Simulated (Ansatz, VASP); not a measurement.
# C in VASP and in Ansatz

```xyz
2
Lattice="0.0000 1.7769 1.7769 1.7769 0.0000 1.7769 1.7769 1.7769 0.0000" Properties=species:S:1:pos:R:3 pbc="T T T"
C     1.7769    1.7769    1.7769
C     2.6654    2.6654    2.6654
```

Alike in both runs: task single point; functional PBEsol; k mesh 12 × 12 × 12; occupations gaussian, width 0.02 eV; no spin polarisation.

```csv
,VASP,Ansatz
version,VASP 6.6.1,Ansatz 0.2.0
potentials or method,"VASP PAW PBE potentials, release 64 (C), cutoff 600 eV","scalar-relativistic, plane waves, PAW"
valence electrons in the cell,8,8
```

```csv
,VASP,Ansatz,Ansatz less VASP
gap on the k mesh at the Fermi level (eV),4.06,4.07,+0.007
least direct gap on the mesh (eV),5.57,5.57,+0.003
pressure (GPa),0.4,0.0,-0.44
```

VASP's potentials were made for PBE, not for PBEsol.
